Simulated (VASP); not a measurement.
Wanted: the native input for a VASP 6.6.1 run.

| Quantity | Value |
| --- | --- |
| Task | single point |
| Functional | r2SCAN |
| Dispersion | rVV10 |
| Potentials or basis | VASP PAW PBE potentials, release 64 (Ga_d, N) |
| Cutoff | 520 eV |
| k mesh | 6 × 8 × 6 |
| Occupations | fermi-dirac, width 0.03 eV |
| Spin | no spin polarisation |
| Dipole correction | no |
| Further INCAR settings | ALGO = Normal; EDIFF = 1e-06; NBANDS = 46 |

The system is GaN.

```
CELL_PARAMETERS angstrom
5.84741 0.00000 0.00000
0.00000 3.25574 0.00000
0.00000 0.00000 5.40360
ATOMIC_POSITIONS crystal
Ga 0.82942 0.25000 0.09787
Ga 0.17058 0.75000 0.90213
Ga 0.67058 0.75000 0.59787
Ga 0.32942 0.25000 0.40213
N 0.67858 0.25000 0.40404
N 0.32142 0.75000 0.59596
N 0.82142 0.75000 0.90404
N 0.17858 0.25000 0.09596
```

The input as run:

POSCAR

```
GaN
1.0
    5.8474147956      0.0000000000      0.0000000000
    0.0000000000      3.2557433207      0.0000000000
    0.0000000000      0.0000000000      5.4036043367
Ga N
4 4
Direct
    0.8294228241      0.2500000000      0.0978729557
    0.1705771759      0.7500000000      0.9021270443
    0.6705771759      0.7500000000      0.5978729557
    0.3294228241      0.2500000000      0.4021270443
    0.6785830157      0.2500000000      0.4040435085
    0.3214169843      0.7500000000      0.5959564915
    0.8214169843      0.7500000000     -0.0959564915
    0.1785830157      0.2500000000      1.0959564915
```

INCAR.step1

```
PREC     = Accurate       # precision mode
ENCUT    = 520            # plane-wave cutoff, eV
ISMEAR   = -1             # smearing method
SIGMA    = 0.03           # smearing width, eV
LREAL    = F              # projectors in reciprocal space
LASPH    = T              # aspherical terms in the spheres
NELM     = 80             # most SCF steps
NBANDS   = 46             # bands
GGA      = PE             # functional
ALGO     = Normal         # electronic algorithm
EDIFF    = 1E-4           # SCF threshold, eV
LWAVE    = T              # write WAVECAR
LCHARG   = F              # write CHGCAR
```

INCAR.step2

```
PREC     = Accurate       # precision mode
ENCUT    = 520            # plane-wave cutoff, eV
EDIFF    = 1E-6           # SCF threshold, eV
ISMEAR   = -1             # smearing method
SIGMA    = 0.03           # smearing width, eV
LREAL    = F              # projectors in reciprocal space
LASPH    = T              # aspherical terms in the spheres
NELM     = 80             # most SCF steps
ALGO     = Normal         # electronic algorithm
ISIF     = 2              # what is computed and relaxed
LWAVE    = F              # write WAVECAR
LCHARG   = F              # write CHGCAR
METAGGA  = R2SCAN         # meta-GGA
LMIXTAU  = T            
LUSE_VDW = T            
IVDW_NL  = 2            
BPARAM   = 11.95        
CPARAM   = 0.0093       
NBANDS   = 46             # bands
ISTART   = 1
```

KPOINTS

```
Automatic mesh
0
Gamma
  6 8 6
```

Potentials or basis: VASP PAW PBE potentials, release 64 (Ga_d, N).

Run with:

```sh
$ cat potpaw_PBE.64/Ga_d/POTCAR potpaw_PBE.64/N/POTCAR > POTCAR
$ cp INCAR.step1 INCAR
$ mpirun -np 1 vasp_std > vasp.out
$ cp INCAR.step2 INCAR
$ mpirun -np 1 vasp_std > vasp.out
```

Results of the run:

```json
{
  "Pressure": "0.9 GPa",
  "Largest force": "0.014 eV/Å",
  "Band gap on the k mesh": "2.14 eV"
}
```

Caveat: the PAW data sets were made with another functional, which shifts forces and pressure a little.

Wall time 27 min on 1 thread of Intel Xeon 8259CL, on a shared host, peak memory 0.59 GiB.
